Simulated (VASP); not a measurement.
A run of VASP 6.6.1 is set up as follows.

File INCAR:

```
ALGO = Normal
EDIFF = 1E-8
ENCUT = 520
GGA = PE
ISIF = 2
ISMEAR = -1
LASPH = True
LCHARG = False
LEFG = True
LREAL = False
LWAVE = False
NBANDS = 14
NELM = 60
PREC = Accurate
SIGMA = 0.08
```

KPOINTS

```
k-points
0
Gamma
  14 14 8
```

The input POSCAR:

```
Re
1.0
    2.7277339515      0.0000000000      0.0000000000
   -1.3638669757      2.3622868968      0.0000000000
    0.0000000000      0.0000000000      4.4098328970
Re
2
Direct
    0.3333333333      0.6666666667      0.2500000000
    0.6666666667      0.3333333333      0.7500000000
```

Potentials or basis: VASP PAW PBE potentials, release 64 (Re).

Run with:

```console
$ cat potpaw_PBE.64/Re/POTCAR > POTCAR
$ mpirun -np 1 vasp_std > vasp.out
```

Problem. Predict the band gap on the k mesh.

Solution. Zero (bands 7 and 8 overlap by 3.43 eV).

Problem. Predict the pressure.

Solution. 20.8 GPa.

Electric field gradients, principal values (V/Å²):
| atom | least | middle | greatest (by size) |
| --- | --- | --- | --- |
| 1 Re | 36.746 | 36.746 | -73.492 |
| 2 Re | 36.746 | 36.746 | -73.492 |

Caveat: the cell stands under pressure; without QUAD_EFG the Cq values of the log hold for a quadrupole moment of 1 mb, not for the nuclei; spin-orbit coupling is left out, which moves the levels of the heavy elements.
